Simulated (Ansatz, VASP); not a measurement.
# Te2Mo in VASP and in Ansatz

```
CELL_PARAMETERS angstrom
3.55707 0.00000 0.00000
-1.77853 3.08051 0.00000
0.00000 0.00000 15.20472
ATOMIC_POSITIONS crystal
Te 0.33333 0.66667 0.63109
Te 0.66667 0.33333 0.13109
Te 0.33333 0.66667 0.86891
Te 0.66667 0.33333 0.36891
Mo 0.33333 0.66667 0.25000
Mo 0.66667 0.33333 0.75000
```

Alike in both runs: functional PBE; k mesh 12 × 12 × 2; occupations gaussian, width 0.02 eV; no spin polarisation.

Ansatz relaxed the structure, and its values are those at the end. VASP's run is a single point on that final structure, the one shown.

|  | VASP | Ansatz |
| --- | --- | --- |
| version | VASP 6.6.1 | Ansatz 0.2.0 |
| potentials or method | VASP PAW PBE potentials, release 64 (Te, Mo_sv), cutoff 520 eV | scalar-relativistic, plane waves, PAW |
| valence electrons in the cell | 52 | 92 |

|  | VASP | Ansatz | Ansatz less VASP |
| --- | --- | --- | --- |
| gap on the k mesh at the Fermi level (eV) | 1.01 | 1.00 | -0.004 |
| least direct gap on the mesh (eV) | 1.03 | 1.03 | +0.001 |
| pressure (GPa) | 0.0 | 0.0 | -0.01 |
| rms of the force components (eV/Å) | 0.005 | 0.001 | -0.0047 |

VASP's potentials hold 52 valence electrons a cell and Ansatz's 92, so a difference there can come from the potentials and not from the codes.

Neither program's run includes spin-orbit coupling.
